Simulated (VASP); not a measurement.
A run of VASP 6.6.1 is set up as follows.

Contents of POSCAR:

```
NiO
1.0
    0.0000000000      2.0850000000      2.0850000000
    2.0850000000      0.0000000000      2.0850000000
    2.0850000000      2.0850000000      0.0000000000
Ni O
1 1
Direct
    0.0000000000      0.0000000000      0.0000000000
    0.5000000000      0.5000000000      0.5000000000
```

INCAR.step1

```
SYSTEM = NiO
PREC     = Accurate       ! precision mode
ENCUT    = 660            ! plane-wave cutoff, eV
ISMEAR   = -1             ! smearing method
SIGMA    = 0.1            ! smearing width, eV
LREAL    = .False.        ! projectors in reciprocal space
LASPH    = .True.         ! aspherical terms in the spheres
NELM     = 200            ! most SCF steps
ISPIN    = 2              ! spin polarisation
MAGMOM   = 2 0            ! initial moments
LMAXMIX  = 4              ! l up to which the mixer works
NBANDS   = 19             ! bands
GGA      = PE             ! functional
ALGO     = Normal         ! electronic algorithm
EDIFF    = 1E-5           ! SCF threshold, eV
LWAVE    = .True.         ! write WAVECAR
LCHARG   = .False.        ! write CHGCAR
GGA_COMPAT= .False.
```

Contents of INCAR.step2:

```
SYSTEM = NiO
PREC     = Accurate       ! precision mode
ENCUT    = 660            ! plane-wave cutoff, eV
EDIFF    = 1E-6           ! SCF threshold, eV
ISMEAR   = -1             ! smearing method
SIGMA    = 0.1            ! smearing width, eV
LREAL    = .False.        ! projectors in reciprocal space
LASPH    = .True.         ! aspherical terms in the spheres
NELM     = 200            ! most SCF steps
ALGO     = Normal         ! electronic algorithm
ISIF     = 2              ! what is computed and relaxed
LWAVE    = .False.        ! write WAVECAR
LCHARG   = .False.        ! write CHGCAR
ISPIN    = 2              ! spin polarisation
MAGMOM   = 2 0            ! initial moments
LORBIT   = 11             ! projections on sites
LMAXMIX  = 4              ! l up to which the mixer works
METAGGA  = R2SCAN         ! meta-GGA
LMIXTAU  = .True.       
NBANDS   = 19             ! bands
ISTART   = 1            
GGA_COMPAT= .False.
```

KPOINTS

```
regular mesh
0
Gamma
  3 3 3
  0 0 0
```

Potentials or basis: VASP PAW PBE potentials, release 64 (Ni, O).

Launch:

```bash
$ cat potpaw_PBE.64/Ni/POTCAR potpaw_PBE.64/O/POTCAR > POTCAR
$ cp INCAR.step1 INCAR
$ mpirun -np 1 vasp_std > vasp.out
$ cp INCAR.step2 INCAR
$ mpirun -np 1 vasp_std > vasp.out
```

Question: What does it give for the band gap on the k mesh?

Answer: 1.14 eV, indirect (least direct gap 2.04 eV).

Question: Predict the pressure.

Answer: 2.6 GPa.

Caveat: the k points lie up to 0.87 Å⁻¹ apart; the PAW data sets were made with another functional, which shifts forces and pressure a little; a cell with one magnetic atom can't hold antiferromagnetic order, which such compounds often take. r2SCAN opens gaps a little over a GGA but as a rule still falls short of measured ones.
